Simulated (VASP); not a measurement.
# AlP (lda) (F-43m) in VASP: notebook

Runs on AlP (lda). Level: LDA. Tasks: single point, relaxation of cell and atoms.

All numbers are computed with VASP 6.6.1; they aren't measurements. Logs are shortened: lines on timing, memory, paths and dates and some standing lists are left out, and cuts for length are marked.

### 1 The cell of the first run

Symmetry: F-43m, No. 216, cubic system. The conventional cell has a = 5.464 Å, b = 5.464 Å, c = 5.464 Å, α = 90.00°, β = 90.00°, γ = 90.00°. Al (site symmetry -43m) has 4 P at 2.37 Å within 3.1 Å. Within 3.1 Å of P (site symmetry -43m) lie 4 Al at 2.37 Å.

### 2 Single point, LDA

Input file INCAR:

```
SYSTEM = AlP
ALGO     = Normal         ! electronic algorithm
EDIFF    = 1E-6           ! SCF threshold, eV
ENCUT    = 500            ! plane-wave cutoff, eV
GGA_COMPAT= .FALSE.      
ISIF     = 2              ! what is computed and relaxed
ISMEAR   = 0              ! smearing method
LASPH    = .TRUE.         ! aspherical terms in the spheres
LCHARG   = .FALSE.        ! write CHGCAR
LREAL    = .FALSE.        ! projectors in reciprocal space
LWAVE    = .FALSE.        ! write WAVECAR
NBANDS   = 11             ! bands
NELM     = 120            ! most SCF steps
PREC     = Accurate       ! precision mode
SIGMA    = 0.1            ! smearing width, eV
```

Input file KPOINTS:

```
k-points
0
G
  6 6 6
  0 0 0
```

Input file POSCAR:

```
AlP
1.0
    0.0000000000      2.7320000000      2.7320000000
    2.7320000000      0.0000000000      2.7320000000
    2.7320000000      2.7320000000      0.0000000000
Al P
1 1
Direct
    0.0000000000      0.0000000000      0.0000000000
    0.2500000000      0.2500000000      0.2500000000
```

Potentials or basis: VASP PAW LDA potentials, release 64 (Al, P).

On the command line:

```
> cat potpaw_LDA.64/Al/POTCAR potpaw_LDA.64/P/POTCAR > POTCAR
> mpirun -np 1 vasp_std > vasp.out
```

OUTCAR:

```text
SYSTEM = AlP
   EDIFF = 1E-6
   ENCUT = 500
   ISIF = 2
   ISMEAR = 0
   LASPH = .TRUE.
   LREAL = .FALSE.
   NELM = 120
   PREC = Accurate

 ion  position               nearest neighbor table
   1  0.000  0.000  0.000-   2 2.37   2 2.37   2 2.37   2 2.37
   2  0.250  0.250  0.250-   1 2.37   1 2.37   1 2.37   1 2.37

  LATTYP: Found a face centered cubic cell.
 ALAT       =     5.4640000000

  Lattice vectors:

 A1 = (   0.0000000000,   2.7320000000,   2.7320000000)
 A2 = (   2.7320000000,   0.0000000000,   2.7320000000)
 A3 = (   2.7320000000,   2.7320000000,   0.0000000000)

Analysis of symmetry for initial positions (statically):
=====================================================================
 Subroutine PRICEL returns:
 Original cell was already a primitive cell.

 Routine SETGRP: Setting up the symmetry group for a
 face centered cubic supercell.

 Subroutine GETGRP returns: Found 24 space group operations
 (whereof 24 operations were pure point group operations)
 out of a pool of 48 trial point group operations.

The static configuration has the point symmetry T_d .

Analysis of symmetry for dynamics (positions and initial velocities):
=====================================================================
 Subroutine PRICEL returns:
 Original cell was already a primitive cell.

 Routine SETGRP: Setting up the symmetry group for a
 face centered cubic supercell.

 Subroutine GETGRP returns: Found 24 space group operations
 (whereof 24 operations were pure point group operations)
 out of a pool of 48 trial point group operations.

The dynamic configuration has the point symmetry T_d .

 Subroutine INISYM returns: Found 24 space group operations
 (whereof 24 operations are pure point group operations),
 and found     1 'primitive' translations

----------------------------------------------------------------------------------------

                                     Primitive cell

  volume of cell :      40.7823

  direct lattice vectors                    reciprocal lattice vectors
     0.000000000  2.732000000  2.732000000    -0.183016105  0.183016105  0.183016105
     2.732000000  0.000000000  2.732000000     0.183016105 -0.183016105  0.183016105
     2.732000000  2.732000000  0.000000000     0.183016105  0.183016105 -0.183016105

  length of vectors
     3.863631452  3.863631452  3.863631452     0.316993193  0.316993193  0.316993193

  position of ions in fractional coordinates (direct lattice)
     0.000000000  0.000000000  0.000000000
     0.250000000  0.250000000  0.250000000

  ion indices of the primitive-cell ions
   primitive index   ion index
                 1           1
                 2           2

----------------------------------------------------------------------------------------

 KPOINTS: k-points

Automatic generation of k-mesh.
 Grid dimensions read from file:
 generate k-points for:    6    6    6

 Generating k-lattice:

  Cartesian coordinates                     Fractional coordinates (reciprocal lattice)
    -0.030502684  0.030502684  0.030502684     0.166666667  0.000000000  0.000000000
     0.030502684 -0.030502684  0.030502684     0.000000000  0.166666667  0.000000000
     0.030502684  0.030502684 -0.030502684     0.000000000  0.000000000  0.166666667

  Length of vectors
     0.052832199  0.052832199  0.052832199

  Shift w.r.t. Gamma in fractional coordinates (k-lattice)
     0.000000000  0.000000000  0.000000000

 Subroutine IBZKPT returns following result:
 ===========================================

 Found     16 irreducible k-points:

 Following reciprocal coordinates:
            Coordinates               Weight
  0.000000  0.000000  0.000000      1.000000
  0.166667  0.000000  0.000000      8.000000
  0.333333  0.000000  0.000000      8.000000
  0.500000  0.000000  0.000000      4.000000
  0.166667  0.166667  0.000000      6.000000
  0.333333  0.166667  0.000000     24.000000
[... 8 lines left out ...]
 -0.333333  0.333333  0.166667     24.000000
 -0.333333  0.500000  0.166667     12.000000
   k-points           NKPTS =     16   k-points in BZ     NKDIM =     16   number of bands    NBANDS=     11
   number of dos      NEDOS =    301   number of ions     NIONS =      2
   total plane-waves  NPLWV =  21952
   dimension x,y,z NGX =    28 NGY =   28 NGZ =   28
   dimension x,y,z NGXF=    56 NGYF=   56 NGZF=   56
   ions per type =               1   1
   NGX,Y,Z   is equivalent  to a cutoff of  12.05, 12.05, 12.05 a.u.
   NGXF,Y,Z  is equivalent  to a cutoff of  24.10, 24.10, 24.10 a.u.
 SYSTEM =  AlP
   PREC   = accura    normal or accurate (medium, high low for compatibility)
   ISTART =      0    job   : 0-new  1-cont  2-samecut
   ICHARG =      2    charge: 1-file 2-atom 10-const
   ISPIN  =      1    spin polarized calculation?
   LNONCOLLINEAR =      F non collinear calculations
   LSORBIT =      F    spin-orbit coupling
   LASPH  =      T    aspherical Exc in radial PAW
   ENCUT  =  500.0 eV  36.75 Ry    6.06 a.u.   7.04  7.04  7.04*2*pi/ulx,y,z
   NELM   =    120;   NELMIN=  2; NELMDL= -5     # of ELM steps
   EDIFF  = 0.1E-05   stopping-criterion for ELM
   LREAL  =      F    real-space projection
   EDIFFG = 0.1E-04   stopping-criterion for IOM
   NSW    =      0    number of steps for IOM
   IBRION =     -1    ionic relax: 0-MD 1-quasi-New 2-CG
   NFREE  =      0    steps in history (QN), initial steepest desc. (CG)
   ISIF   =      2    stress and relaxation
   ISYM   =      2    0-nonsym 1-usesym 2-fastsym
   POTIM  = 0.5000    time-step for ionic-motion
   TEBEG  =    0.0;   TEEND  =   0.0 temperature during run
   PSTRESS=    0.0 pullay stress
   NELECT =       8.0000    total number of electrons
   NUPDOWN=      -1.0000    fix difference up-down
   EMIN   =  10.00;   EMAX   =-10.00  energy-range for DOS
   EFERMI =   0.00;   METHOD = LEGACY
   ISMEAR =     0;   SIGMA  =   0.10  broadening in eV -4-tet -1-fermi 0-gaus
   EFERMI_NEDOS =   21; number of points for ismear=-14 and -15
   IALGO  =     38    algorithm
   IMIX   =      4    mixing-type and parameters
     AMIX     =   0.40;   BMIX     =  1.00
     AMIX_MAG =   1.60;   BMIX_MAG =  1.00
  volume/ion in A,a.u.               =      20.39       137.61
  Fermi-wavevector in a.u.,A,eV,Ry     =   0.951220  1.797544 12.310807  0.904819
  Thomas-Fermi vector in A             =   2.079669
   LORBIT       =      0    0 simple, 1 ext, 2 COOP (PROOUT), +10 PAW based schemes
   GGA     = CA    functional components
   LHFCALC =     F    Hartree Fock is set to
   AEXX    =    0.0000 exact exchange contribution
   IVDW    =     0    specifies the selected vdW correction
   LEPSILON=     F    determine dielectric tensor
   LRPA    =     F    only Hartree local field effects (RPA)
 non-spin polarized calculation
 Gauss-broadening in eV      SIGMA  =   0.10
  energy-cutoff  :      500.00
  volume of cell :       40.78
 maximum number of plane-waves:      1056
   NGX = 15   NGY = 15   NGZ = 15

 number of electron       8.0000000 magnetization

 Free energy of the ion-electron system (eV)
  ---------------------------------------------------
  ext. energy  EPLUGINS =         0.00000000
  ---------------------------------------------------
  free energy    TOTEN  =       -11.40100308 eV

  energy without entropy =      -11.40100308  energy(sigma->0) =      -11.40100308

 E-fermi :   4.8618     XC(G=0):  -9.4397

 val. band max:        4.4350490699   @ k =   0.0000   0.0000   0.0000
 cond. band min:       5.8764969040   @ k =   0.5000   0.5000   0.0000
 fundamental gap:      1.4414478342
 Fermi energy:         4.8617622269

 k-point     1 :       0.0000    0.0000    0.0000
  band No.  band energies     occupation
      1      -7.0587      2.00000
      2       4.4350      2.00000
      3       4.4350      2.00000
      4       4.4350      2.00000
      5       7.5332      0.00000
      6       8.9009      0.00000
      7       8.9009      0.00000
      8       8.9009      0.00000
      9      13.2424      0.00000
     10      13.2424      0.00000
     11      14.3968      0.00000

 k-point     2 :       0.1667    0.0000    0.0000
  band No.  band energies     occupation
      1      -6.7545      2.00000
      2       2.5348      2.00000
      3       4.1902      2.00000
      4       4.1902      2.00000
      5       7.9038      0.00000
      6       9.3358      0.00000
      7       9.3358      0.00000
      8       9.9495      0.00000
      9      12.5718      0.00000
     10      12.5718      0.00000
     11      15.0310      0.00000

 k-point     3 :       0.3333    0.0000    0.0000
  band No.  band energies     occupation
      1      -5.9601      2.00000
      2       0.0603      2.00000
      3       3.8173      2.00000
      4       3.8173      2.00000
      5       7.3304      0.00000
      6       9.3900      0.00000
      7       9.3900      0.00000
      8      12.1786      0.00000
      9      13.4895      0.00000
     10      13.4895      0.00000
     11      14.5136      0.00000

 k-point     4 :       0.5000    0.0000    0.0000
  band No.  band energies     occupation
      1      -5.3657      2.00000
      2      -1.1389      2.00000
      3       3.6675      2.00000
      4       3.6675      2.00000
      5       7.0903      0.00000
      6       9.1621      0.00000
      7       9.1621      0.00000
      8      12.4930      0.00000
      9      15.9311      0.00000
     10      15.9311      0.00000
     11      15.9974      0.00000
[... 127 lines left out ...]
 k-point    14 :       0.5000    0.3333    0.1667
  band No.  band energies     occupation
      1      -5.3300      2.00000
      2      -0.0216      2.00000
      3       1.7288      2.00000
      4       2.8261      2.00000
      5       8.1763      0.00000
      6       9.1503      0.00000
      7       9.8114      0.00000
      8      12.5370      0.00000
      9      13.6739      0.00000
     10      15.7619      0.00000
     11      17.6971      0.00000

 k-point    15 :      -0.3333    0.3333    0.1667
  band No.  band energies     occupation
      1      -4.8628      2.00000
      2      -0.5942      2.00000
      3       1.2706      2.00000
      4       2.4298      2.00000
      5       8.3749      0.00000
      6       9.2786      0.00000
      7      11.2059      0.00000
      8      11.9731      0.00000
      9      13.1831      0.00000
     10      16.2174      0.00000
     11      17.2441      0.00000

 k-point    16 :      -0.3333    0.5000    0.1667
  band No.  band energies     occupation
      1      -4.6589      2.00000
      2      -0.6446      2.00000
      3       1.4949      2.00000
      4       1.7358      2.00000
      5       7.6360      0.00000
      6       8.6253      0.00000
      7      11.9570      0.00000
      8      12.3166      0.00000
      9      15.4833      0.00000
     10      16.3271      0.00000
     11      17.5238      0.00000

------------------------ aborting loop because EDIFF is reached ----------------------------------------

  FORCE on cell =-STRESS in cart. coord.  units (eV):
  Direction    XX          YY          ZZ          XY          YZ          ZX
  --------------------------------------------------------------------------------------
  -------------------------------------------------------------------------------------
  Total       -0.3461493     -0.3461493     -0.3461493      0.0000000      0.0000000      0.0000000
  in kB      -13.5988425    -13.5988425    -13.5988425      0.0000000      0.0000000      0.0000000
  external PRESSURE =     -13.5988425 kB  Pullay stress =       0.0000000 kB

 VOLUME and BASIS-vectors are now :
 -----------------------------------------------------------------------------
  energy-cutoff  :      500.00
  volume of cell :       40.78
      direct lattice vectors                 reciprocal lattice vectors
     0.000000000  2.732000000  2.732000000    -0.183016105  0.183016105  0.183016105
     2.732000000  0.000000000  2.732000000     0.183016105 -0.183016105  0.183016105
     2.732000000  2.732000000  0.000000000     0.183016105  0.183016105 -0.183016105

 POSITION                                       TOTAL-FORCE (eV/Angst)
 -----------------------------------------------------------------------------------
      0.00000      0.00000      0.00000         0.000000      0.000000      0.000000
      1.36600      1.36600      1.36600        -0.000000     -0.000000     -0.000000
 -----------------------------------------------------------------------------------
    total drift:                               -0.000000     -0.000000      0.000000

  FREE ENERGIE OF THE ION-ELECTRON SYSTEM (eV)
  ---------------------------------------------------
  free  energy   TOTEN  =       -11.4010030758 eV

  energy  without entropy=      -11.4010030758  energy(sigma->0) =      -11.40100308
```

Run time: 4.8 s. Hardware: 1 thread of Intel Xeon Platinum 8375C at 2.90GHz (Ice Lake), shared host; peak memory 0.13 GiB.

What came out:

```
Free energy            : -11.4010 eV
Pressure               : -1.4 GPa
Band gap on the k mesh : 1.44 eV, indirect (least direct gap 3.10 eV)
```

Levels at points of the mesh, in eV from the valence-band top:
```csv
k point,band 2,band 3,band 4,band 5,band 6,band 7
"(0.00, 0.00, 0.00)",0.00,0.00,0.00,3.10,4.47,4.47
"(0.50, 0.00, 0.00)",-5.57,-0.77,-0.77,2.66,4.73,4.73
"(0.50, 0.50, 0.00)",-5.35,-2.12,-2.12,1.44,2.33,10.87
```

### 3 Single point, LDA

This run uses another cell than the first one, of 20.06 Å³/atom, 0.984 times its volume.

Input file INCAR:

```
PREC = Accurate
ENCUT = 500
EDIFF = 1E-6
ISMEAR = 0
SIGMA = 0.02
LREAL = F
LASPH = T
NELM = 120
ALGO = Normal
ISIF = 2
LWAVE = F
LCHARG = F
GGA = CA
NBANDS = 11
GGA_COMPAT = F
```

Input file KPOINTS:

```
Automatic mesh
0
Gamma
  8 8 8
```

Input file POSCAR:

```
AlP
1.0
    0.0000000000      2.7169385155      2.7169385155
    2.7169385155      0.0000000000      2.7169385155
    2.7169385155      2.7169385155      0.0000000000
Al P
1 1
Direct
    0.0000000000      0.0000000000      0.0000000000
    0.2500000000      0.2500000000      0.2500000000
```

Potentials or basis: VASP PAW LDA potentials, release 64 (Al, P).

On the command line:

```
> cat potpaw_LDA.64/Al/POTCAR potpaw_LDA.64/P/POTCAR > POTCAR
> mpirun -np 1 vasp_std > vasp.out
```

Run time: 7.8 s. Hardware: 1 thread of Intel Xeon Platinum 8375C at 2.90GHz (Ice Lake), shared host; peak memory 0.13 GiB.

Results (log left out):

| Item | Value |
| --- | --- |
| Free energy | -11.4122 eV |
| Pressure | 0.1 GPa |
| Band gap on the k mesh | 1.41 eV, indirect (least direct gap 3.24 eV) |

Levels at points of the mesh, in eV from the valence-band top:
```
           k point  band 1  band 2  band 3  band 4  band 5  band 6  band 7  band 8
(0.00, 0.00, 0.00)  -11.59    0.00    0.00    0.00    3.24    4.49    4.49    4.49
(0.50, 0.00, 0.00)   -9.86   -5.65   -0.78   -0.78    2.72    4.74    4.74    8.11
(0.50, 0.50, 0.00)   -9.17   -5.40   -2.15   -2.15    1.41    2.33   11.01   11.01
```

### 4 Single point, LDA

This run uses another cell than the first one, of 20.06 Å³/atom, 0.984 times its volume.

Input file INCAR:

```
SYSTEM = AlP
ALGO = Normal
EDIFF = 1E-6
ENCUT = 500
GGA = CA
GGA_COMPAT = .FALSE.
ISIF = 2
ISMEAR = 0
LASPH = .TRUE.
LCHARG = .FALSE.
LREAL = .FALSE.
LWAVE = .FALSE.
NBANDS = 11
NELM = 120
PREC = Accurate
SIGMA = 0.02
```

Input file KPOINTS:

```
k-points
0
G
  10 10 10
  0 0 0
```

POSCAR is that of step 3.

On the command line:

```
> cat potpaw_LDA.64/Al/POTCAR potpaw_LDA.64/P/POTCAR > POTCAR
> mpirun -np 1 vasp_std > vasp.out
```

It took 14 s on 1 thread of Intel Xeon Platinum 8375C at 2.90GHz (Ice Lake), shared host; peak memory 0.14 GiB.

Results (log left out):

```
Free energy            : -11.4132 eV
Pressure               : 0.0 GPa
Band gap on the k mesh : 1.41 eV, indirect (least direct gap 3.24 eV)
```

Levels at points of the mesh, in eV from the valence-band top:
```
           k point  band 1  band 2  band 3  band 4  band 5  band 6  band 7  band 8
(0.00, 0.00, 0.00)  -11.59    0.00    0.00    0.00    3.24    4.49    4.49    4.49
(0.50, 0.00, 0.00)   -9.86   -5.64   -0.78   -0.78    2.72    4.74    4.74    8.11
(0.50, 0.50, 0.00)   -9.17   -5.40   -2.15   -2.15    1.41    2.33   11.01   11.01
```

A k mesh can miss the band edges. As with any semilocal functional, this LDA gap is likely too small.

### 5 Relaxation of cell and atoms, LDA

Input file INCAR:

```
SYSTEM = AlP
PREC = Accurate
ENCUT = 500
EDIFF = 1E-7
ISMEAR = 0
SIGMA = 0.02
LREAL = .False.
LASPH = .True.
NELM = 120
ALGO = Normal
ISIF = 3
LWAVE = .False.
LCHARG = .False.
GGA = CA
IBRION = 2
NSW = 100
EDIFFG = -0.002
GGA_COMPAT = .False.
NELMIN = 4
```

Input file KPOINTS:

```
regular mesh
0
Gamma
  8 8 8
  0 0 0
```

Input file POSCAR:

```
AlP
1.0
    0.0000000000      2.7320000000      2.7320000000
    2.7320000000      0.0000000000      2.7320000000
    2.7320000000      2.7320000000      0.0000000000
Al P
1 1
Direct
    0.0000000000      0.0000000000      0.0000000000
    0.2500000000      0.2500000000      0.2500000000
```

On the command line:

```
> cat potpaw_LDA.64/Al/POTCAR potpaw_LDA.64/P/POTCAR > POTCAR
> mpirun -np 1 vasp_std > vasp.out
```

Run time: 15 s. Hardware: 1 thread of Intel Xeon Platinum 8375C at 2.90GHz (Ice Lake), shared host; peak memory 0.14 GiB.

Results (log left out):

- Free energy: -11.4123 eV
- Relaxed volume: 20.07 Å³/atom
- Relaxed cell: a = 3.843 Å, b = 3.843 Å, c = 3.843 Å, α = 60.00°, β = 60.00°, γ = 60.00°
- Space group after relaxing (to 0.05 Å): F-43m (No. 216)
- Energy gained by relaxing: 1.4 meV/atom
- Ionic steps: 3
- Pressure after relaxing: 0.0 GPa
- Band gap on the k mesh: 1.42 eV, indirect (least direct gap 3.24 eV)

Step by step:
| step | energy change (eV) | largest force (eV/Å) | pressure (GPa) | volume (Å³) |
| --- | --- | --- | --- | --- |
| 1 | 0.0000 | 0.0000 | -1.40 | 40.78 |
| 2 | -0.0017 | 0.0000 | 0.91 | 39.74 |
| 3 | -0.0029 | 0.0000 | 0.00 | 40.14 |

Final structure:
```
CELL_PARAMETERS angstrom
0.00000 2.71750 2.71750
2.71750 0.00000 2.71750
2.71750 2.71750 0.00000
ATOMIC_POSITIONS crystal
Al 0.00000 0.00000 0.00000
P 0.25000 0.25000 0.25000
```

Levels at points of the mesh, in eV from the valence-band top:
| k point | band 2 | band 3 | band 4 | band 5 | band 6 | band 7 |
| --- | --- | --- | --- | --- | --- | --- |
| (0.00, 0.00, 0.00) | 0.00 | 0.00 | 0.00 | 3.24 | 4.49 | 4.49 |
| (0.50, 0.00, 0.00) | -5.64 | -0.78 | -0.78 | 2.72 | 4.74 | 4.74 |
| (0.50, 0.50, 0.00) | -5.40 | -2.15 | -2.15 | 1.42 | 2.33 | 11.00 |

A k mesh can miss the band edges. LDA gaps usually lie below the measured ones, often by a third to a half.

### 6 The runs side by side

```tsv
task	cell	k mesh	smearing	gap on the mesh (eV)	pressure (GPa)
single point	a = 3.864 Å, angles 60.0°, 2 atoms	6 × 6 × 6	gaussian 0.1 eV	1.44	-1.4
single point	a = 3.842 Å, angles 60.0°, 2 atoms	8 × 8 × 8	gaussian 0.02 eV	1.41	0.1
single point	a = 3.842 Å, angles 60.0°, 2 atoms	10 × 10 × 10	gaussian 0.02 eV	1.41	0.0
relaxation of cell and atoms	relaxed from a = 3.864 Å, angles 60.0°, 2 atoms	8 × 8 × 8	gaussian 0.02 eV	1.42	0.0
```

Alike in all rows: level LDA; potentials or basis VASP PAW LDA potentials, release 64 (Al, P); no spin polarisation; cutoff (eV) 500.

Absolute energies hang on the potentials; compare differences alone.
